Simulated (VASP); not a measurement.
# C (P6_3/mmc) in VASP: single point with HSE06

Aim: the single point of C with HSE06.

Everything below comes from runs of VASP 6.6.1. Logs are shortened: lines on timing, memory, paths and dates and some standing lists are left out, and cuts for length are marked.

## (1) The cell of the first run

The structure is hexagonal, space group P6_3/mmc (No. 194). Conventional cell: a = 2.499 Å, b = 2.499 Å, c = 4.119 Å, α = 90.00°, β = 90.00°, γ = 120.00°. Within 2.0 Å of C (site symmetry 3m) lie 4 C at 1.53 to 1.54 Å.

## (2) Single point, HSE06

Contents of POSCAR:

```
C
1.0
    2.4990941174      0.0000000000      0.0000000000
   -1.2495470587      2.1642789921      0.0000000000
    0.0000000000      0.0000000000      4.1189829196
C
4
Direct
    0.3333333333      0.6666666667     -0.0002589782
    0.6666666667      0.3333333333      0.4997410218
    0.3333333333      0.6666666667      0.3742589782
    0.6666666667      0.3333333333      0.8742589782
```

Contents of INCAR.step1:

```
SYSTEM = C
  PREC = Accurate
  ENCUT = 520
  EDIFF = 1E-5
  ISMEAR = 0
  SIGMA = 0.01
  LREAL = .FALSE.
  LASPH = .TRUE.
  NELM = 100
  ALGO = Normal
  ISIF = 2
  LWAVE = .TRUE.
  GGA = PE
  NBANDS = 16
```

Contents of INCAR.step2:

```
SYSTEM = C
  PREC = Accurate
  ENCUT = 520
  EDIFF = 1E-6
  ISMEAR = 0
  SIGMA = 0.01
  LREAL = .FALSE.
  LASPH = .TRUE.
  NELM = 100
  ALGO = Normal
  ISIF = 2
  LWAVE = .FALSE.
  LCHARG = .TRUE.
  GGA = PE
  LHFCALC = .TRUE.
  HFSCREEN = 0.2079
  PRECFOCK = Normal
  LELF = .TRUE.
  LVHAR = .TRUE.
  ISTART = 1
  NBANDS = 16
```

Contents of KPOINTS:

```
Automatic mesh
0
G
  9 9 4
  0 0 0
```

Potentials or basis: VASP PAW PBE potentials, release 64 (C).

Command:

```bash
cat potpaw_PBE.64/C/POTCAR > POTCAR
cp INCAR.step1 INCAR
mpirun -np 1 vasp_std > vasp.out
cp INCAR.step2 INCAR
mpirun -np 1 vasp_std > vasp.out
```

OUTCAR:

```text
SYSTEM = C
   PREC = Accurate
   ENCUT = 520
   EDIFF = 1E-6
   ISMEAR = 0
   LREAL = .FALSE.
   LASPH = .TRUE.
   NELM = 100
   ISIF = 2
   GGA = PE
   LHFCALC = .TRUE.
   HFSCREEN = 0.2079
   PRECFOCK = Normal
   ISTART = 1

 ion  position               nearest neighbor table
   1  0.333  0.667  1.000-   4 1.53   4 1.53   4 1.53   3 1.54
   2  0.667  0.333  0.500-   3 1.53   3 1.53   3 1.53   4 1.54
   3  0.333  0.667  0.374-   2 1.53   2 1.53   2 1.53   1 1.54
   4  0.667  0.333  0.874-   1 1.53   1 1.53   1 1.53   2 1.54

  LATTYP: Found a hexagonal cell.
 ALAT       =     2.4990941174
 C/A-ratio  =     1.6481903946

  Lattice vectors:

 A1 = (   2.4990941174,   0.0000000000,   0.0000000000)
 A2 = (  -1.2495470587,   2.1642789921,   0.0000000000)
 A3 = (   0.0000000000,   0.0000000000,   4.1189829196)

Analysis of symmetry for initial positions (statically):
=====================================================================
 Subroutine PRICEL returns:
 Original cell was already a primitive cell.

 Routine SETGRP: Setting up the symmetry group for a
 hexagonal supercell.

 Subroutine GETGRP returns: Found 24 space group operations
 (whereof  6 operations were pure point group operations)
 out of a pool of 24 trial point group operations.

The static configuration has the point symmetry C_3v.
 The point group associated with its full space group is D_6h.

Analysis of symmetry for dynamics (positions and initial velocities):
=====================================================================
 Subroutine PRICEL returns:
 Original cell was already a primitive cell.

 Routine SETGRP: Setting up the symmetry group for a
 hexagonal supercell.

 Subroutine GETGRP returns: Found 24 space group operations
 (whereof  6 operations were pure point group operations)
 out of a pool of 24 trial point group operations.

The dynamic configuration has the point symmetry C_3v.
 The point group associated with its full space group is D_6h.

 Subroutine INISYM returns: Found 24 space group operations
 (whereof  6 operations are pure point group operations),
 and found     1 'primitive' translations

[... 101 lines left out ...]
   NSW    =      0    number of steps for IOM
   IBRION =     -1    ionic relax: 0-MD 1-quasi-New 2-CG
   NFREE  =      0    steps in history (QN), initial steepest desc. (CG)
   ISIF   =      2    stress and relaxation
   ISYM   =      3    0-nonsym 1-usesym 2-fastsym
   POTIM  = 0.5000    time-step for ionic-motion
   TEBEG  =    0.0;   TEEND  =   0.0 temperature during run
   PSTRESS=    0.0 pullay stress
   NELECT =      16.0000    total number of electrons
   NUPDOWN=      -1.0000    fix difference up-down
   EMIN   =  10.00;   EMAX   =-10.00  energy-range for DOS
   EFERMI =   0.00;   METHOD = LEGACY
   ISMEAR =     0;   SIGMA  =   0.01  broadening in eV -4-tet -1-fermi 0-gaus
   EFERMI_NEDOS =   21; number of points for ismear=-14 and -15
   IALGO  =     38    algorithm
   IMIX   =      1    mixing-type and parameters
     AMIX     =   0.40;   BMIX     =  1.00
     AMIX_MAG =   1.60;   BMIX_MAG =  1.00
  volume/ion in A,a.u.               =       5.57        37.59
  Fermi-wavevector in a.u.,A,eV,Ry     =   1.466064  2.770459 29.243589  2.149343
  Thomas-Fermi vector in A             =   2.581846
   LORBIT       =      0    0 simple, 1 ext, 2 COOP (PROOUT), +10 PAW based schemes
   GGA     = PE    functional components
   LHFCALC =     T    Hartree Fock is set to
   PRECFOCK=normal    Normal, Fast or Accurate (Low or Medium for compatibility)
   ENCUT4O =  -1.0   cutoff for four orbital integrals eV
   NKREDX  =     1    reduce k-point grid by
   NKREDY  =     1    reduce k-point grid by
   NKREDZ  =     1    reduce k-point grid by
   AEXX    =    0.2500 exact exchange contribution
   HFSCREEN=    0.2079 screening length (either q_TF or 0.3 A-1)
   HFSCREENC=   0.2079 screening length for correlation (either q_TF or 0.3 A-1)
   ENCUTFOCK=  -1.0 apply spherical cutoff to Coloumb kernel
   IVDW    =     0    specifies the selected vdW correction
   LEPSILON=     F    determine dielectric tensor
   LRPA    =     F    only Hartree local field effects (RPA)
 non-spin polarized calculation
 Gauss-broadening in eV      SIGMA  =   0.01
  energy-cutoff  :      520.00
  volume of cell :       22.28
 maximum number of plane-waves:       616
 NGX is ok and might be reduce to    20
  NGX = 14; NGY = 14; NGZ = 24

 number of electron      16.0000000 magnetization

 Free energy of the ion-electron system (eV)
  ---------------------------------------------------
  ext. energy  EPLUGINS =         0.00000000
  ---------------------------------------------------
  free energy    TOTEN  =       -41.99220357 eV

  energy without entropy =      -41.99220357  energy(sigma->0) =      -41.99220357

 E-fermi :   9.7761     XC(G=0): -10.8857

 val. band max:        9.7043997992   @ k =   0.0000   0.0000   0.0000
 cond. band min:      14.0204081637   @ k =   0.3333   0.3333   0.0000
 fundamental gap:      4.3160083645
 Fermi energy:         9.7760878067

 k-point     1 :       0.0000    0.0000    0.0000
  band No.  band energies     occupation
      1     -14.4422      2.00000
      2      -8.1882      2.00000
      3      -5.4960      2.00000
      4       6.1737      2.00000
      5       6.1737      2.00000
      6       9.1876      2.00000
[... 433 lines left out ...]
      3      -2.7307      2.00000
      4      -2.7307      2.00000
      5      -2.1317      2.00000
      6       0.9967      2.00000
[... 8 lines left out ...]
     15      27.5333      0.00000
     16      27.5333      0.00000

 [... further k-points ...]

------------------------ aborting loop because EDIFF is reached ----------------------------------------

  FORCE on cell =-STRESS in cart. coord.  units (eV):
  Direction    XX          YY          ZZ          XY          YZ          ZX
  --------------------------------------------------------------------------------------
  -------------------------------------------------------------------------------------
  Total       -0.2946108     -0.2946108      1.5896271      0.0000000     -0.0000000      0.0000000
  in kB      -21.1871943    -21.1871943    114.3194123      0.0000000     -0.0000000      0.0000000
  external PRESSURE =      23.9816746 kB  Pullay stress =       0.0000000 kB

 VOLUME and BASIS-vectors are now :
 -----------------------------------------------------------------------------
  energy-cutoff  :      520.00
  volume of cell :       22.28
      direct lattice vectors                 reciprocal lattice vectors
     2.499094117  0.000000000  0.000000000     0.400144994  0.231023820  0.000000000
    -1.249547059  2.164278992  0.000000000     0.000000000  0.462047640  0.000000000
     0.000000000  0.000000000  4.118982920     0.000000000  0.000000000  0.242778380

 POSITION                                       TOTAL-FORCE (eV/Angst)
 -----------------------------------------------------------------------------------
     -0.00000      1.44285      4.11792        -0.000000     -0.000000     -0.018172
      1.24955      0.72143      2.05842         0.000000      0.000000     -0.018172
     -0.00000      1.44285      1.54157        -0.000000      0.000000      0.018172
      1.24955      0.72143      3.60106         0.000000      0.000000      0.018172
 -----------------------------------------------------------------------------------
    total drift:                                0.000000      0.000000     -0.000001

  FREE ENERGIE OF THE ION-ELECTRON SYSTEM (eV)
  ---------------------------------------------------
  free  energy   TOTEN  =       -41.9922035687 eV

  energy  without entropy=      -41.9922035687  energy(sigma->0) =      -41.99220357
```

Run time: 27 min. Hardware: 1 thread of AMD EPYC 9R45 (Zen 5), shared host; peak memory 0.21 GiB.

What came out:

- Free energy: -41.9922 eV
- Pressure: 2.4 GPa
- Largest force: 0.018 eV/Å
- Band gap on the k mesh: 4.32 eV (least direct gap 6.21 eV)

Forces on the atoms (eV/Å):
```
C    0.000  0.000 -0.018
C    0.000  0.000 -0.018
C    0.000  0.000  0.018
C    0.000  0.000  0.018
```

Stress tensor (GPa, compression positive):
```
-2.12  0.00  0.00
 0.00 -2.12  0.00
 0.00  0.00 11.43
```

Levels at points of the mesh, in eV from the valence-band top:
```csv
k point,band 5,band 6,band 7,band 8,band 9,band 10,band 11,band 12
"(0.00, 0.00, 0.00)",-3.53,-0.52,0.00,0.00,6.21,6.21,7.05,9.56
"(0.00, 0.00, 0.50)",-2.12,-2.12,-2.12,-2.12,8.75,8.75,8.75,8.75
```

Caveat: the PAW data sets were made with another functional, which shifts forces and pressure a little; an odd mesh through Γ misses points on the zone boundary, where band edges can lie.
